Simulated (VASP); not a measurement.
A run of VASP 6.6.1:

The input INCAR:

```
SYSTEM = Al
ALGO = Fast ; EDIFF = 1E-6
ENCUT = 520 ; GGA = PS
ISIF = 2 ; ISMEAR = -1
IVDW = 13 ; LASPH = .True.
LCHARG = .False. ; LREAL = .False.
LWAVE = .False. ; NBANDS = 8
NELM = 60 ; PREC = Accurate
SIGMA = 0.05
```

File KPOINTS:

```
k-points
0
Gamma
  11 12 12
  0 0 0
```

File POSCAR:

```
Al
1.0
   -1.3959347631      1.9631463379      1.3838266289
    1.4209468669     -1.9747344439      1.4405992059
    1.4057549494      1.9977678664     -1.4166160819
Al
1
Direct
    0.0000000000      0.0000000000      0.0000000000
```

Potentials or basis: VASP PAW PBE potentials, release 64 (Al).

Run with:

```console
$ cat potpaw_PBE.64/Al/POTCAR > POTCAR
$ mpirun -np 1 vasp_std > vasp.out
```

Hardware: 1 thread of Intel Xeon 8259CL, with other jobs on the host.

Problem. How long does it take, and how much memory?

Solution. Run time: 98 s on 1 thread of Intel Xeon 8259CL (shared host), peak memory 0.2 GiB. Counts: scf iterations 11, k points 794.
